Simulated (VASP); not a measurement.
A run of VASP 6.6.1:

Contents of POSCAR:

```
Re
1.0
    0.0000000000      1.9857924315      1.9857924315
    1.9857924315      0.0000000000      1.9857924315
    1.9857924315      1.9857924315      0.0000000000
Re
1
Direct
    0.0000000000      0.0000000000      0.0000000000
```

The input INCAR.step1:

```
SYSTEM = Re
PREC = Accurate
ENCUT = 520
EDIFF = 1E-5
ISMEAR = -1
SIGMA = 0.1
LREAL = .FALSE.
LASPH = .TRUE.
NELM = 120
ALGO = Normal
ISIF = 2
LWAVE = .TRUE.
LCHARG = .FALSE.
NBANDS = 10
GGA = PE
GGA_COMPAT = .FALSE.
```

Contents of INCAR.step2:

```
SYSTEM = Re
PREC = Accurate
ENCUT = 520
EDIFF = 1E-6
ISMEAR = -1
SIGMA = 0.1
LREAL = .FALSE.
LASPH = .TRUE.
NELM = 120
ALGO = Normal
ISIF = 2
LWAVE = .FALSE.
LCHARG = .FALSE.
GGA = PE
LHFCALC = .TRUE.
HFSCREEN = 0.2079
PRECFOCK = Normal
NBANDS = 10
ISTART = 1
GGA_COMPAT = .FALSE.
```

Contents of KPOINTS:

```
Automatic mesh
0
G
  6 6 6
  0 0 0
```

Potentials or basis: VASP PAW PBE potentials, release 64 (Re).

The run is started by

```sh
$ cat potpaw_PBE.64/Re/POTCAR > POTCAR
$ cp INCAR.step1 INCAR
$ mpirun -np 1 vasp_std > vasp.out
$ cp INCAR.step2 INCAR
$ mpirun -np 1 vasp_std > vasp.out
```

Hardware: 1 thread of Intel(R) Xeon(R) Platinum 8488C (Sapphire Rapids), on a shared host.

Q: How long does it take, and how much memory?

A: It took 3.2 min on 1 thread of Intel(R) Xeon(R) Platinum 8488C (Sapphire Rapids), on a shared host, peak memory 0.24 GiB. Counts: k points 16.
